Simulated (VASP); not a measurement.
# Al3Ni2: single point with r2SCAN

Al3Ni2:

```
CELL_PARAMETERS angstrom
4.08780 0.00000 0.00000
-2.04390 3.54013 0.00000
0.00000 0.00000 4.95084
ATOMIC_POSITIONS crystal
Al 0.00000 0.00000 0.00000
Al 0.33333 0.66667 0.64963
Al 0.66667 0.33333 0.35037
Ni 0.33333 0.66667 0.14529
Ni 0.66667 0.33333 0.85471
```

```yaml
Program: VASP 6.6.1
Task: single point
Functional: r2SCAN
Potentials_or_basis: VASP PAW PBE potentials, release 64 (Al, Ni)
Cutoff: 660 eV
k_mesh: 12 × 12 × 8
Occupations: gaussian, width 0.1 eV
Spin: no spin polarisation
```

The pressure is -7.6 GPa, the largest force is 0.017 eV/Å and the band gap on the k mesh is zero (an odd number of electrons rules out a gap without spin polarisation).

Forces in eV/Å, atoms in the order of the input:
```
Al   0.000  0.000  0.000
Al   0.000  0.000  0.003
Al   0.000  0.000 -0.003
Ni   0.000  0.000  0.017
Ni   0.000  0.000 -0.017
```

Levels at points of the mesh, in eV from the Fermi level:
| k point | band 13 | band 14 | band 15 | band 16 | band 17 | band 18 |
| --- | --- | --- | --- | --- | --- | --- |
| (0.00, 0.00, 0.00) | -1.24 | 1.25 | 1.25 | 3.14 | 3.14 | 4.63 |
| (0.50, 0.00, 0.00) | -1.49 | -1.48 | -1.26 | 1.37 | 2.07 | 2.37 |
| (0.00, 0.00, 0.50) | 2.76 | 2.76 | 2.89 | 2.89 | 3.42 | 4.25 |
| (0.50, 0.00, 0.50) | -1.64 | -1.01 | -0.37 | 1.56 | 2.26 | 3.21 |

It took 11 min on 1 thread of Intel(R) Xeon(R) Platinum 8488C (Sapphire Rapids), on a shared host, peak memory 0.42 GiB.

Caveat: the cell stands under tension; the PAW data sets were made with another functional, which shifts forces and pressure a little. Spin polarisation is off, so any magnetic state and its effect on volume and gap are missing.
